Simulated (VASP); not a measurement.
Write the native input for VASP 6.6.1 that does the following.

- Task: single point
- Functional: PBE
- Potentials or basis: VASP PAW PBE potentials, release 64 (Ta_pv)
- Cutoff: 500 eV
- k mesh: 18 × 18 × 10
- Occupations: gaussian, width 0.15 eV
- Spin: no spin polarisation
- Dipole correction: no
- Further INCAR settings: ALGO = Normal; EDIFF = 1e-06; NBANDS = 18

The structure of Ta lies in POSCAR:

```
Ta
1.0
   -1.6512800000      1.6512800000      1.6512800000
    1.6512800000     -1.6512800000      1.6512800000
    3.3025600000      3.3025600000      0.0000000000
Ta
2
Direct
   -0.0064232606      0.0064232606      0.0000000000
    0.5064232606      0.4935767394      0.5000000000
```

This cell differs from its parent crystal: mode 4 (91.0 1/cm) frozen in, largest displacement +0.030 Å.

These files were run (other wordings do the same):

INCAR

```
SYSTEM = Ta
PREC = Accurate ; ENCUT = 500
EDIFF = 1E-6 ; ISMEAR = 0
SIGMA = 0.15 ; LREAL = .FALSE.
LASPH = .TRUE. ; NELM = 120
ALGO = Normal ; ISIF = 2
LWAVE = .FALSE. ; LCHARG = .FALSE.
GGA = PE ; NBANDS = 18
GGA_COMPAT = .FALSE.
```

KPOINTS

```
Automatic mesh
0
G
  18 18 10
  0 0 0
```

Potentials or basis: VASP PAW PBE potentials, release 64 (Ta_pv).

Command:

```console
$ cat potpaw_PBE.64/Ta_pv/POTCAR > POTCAR
$ mpirun -np 1 vasp_std > vasp.out
```

Results of the run:

The pressure is 3.2 GPa and the largest force is 0.165 eV/Å. The band gap on the k mesh is zero (band 11 reaches 7.07 eV, above the bottom of band 12 at 4.17 eV).

Caveat: the cell differs from its parent crystal (mode 4 (91.0 1/cm) frozen in, largest displacement +0.030 Å); spin-orbit coupling is left out, which moves the levels of the heavy elements.

Run time: 3.1 min on 1 thread of Intel(R) Xeon(R) Platinum 8175M CPU @ 2.50GHz (Skylake/Cascade Lake) (shared host), peak memory 0.38 GiB.
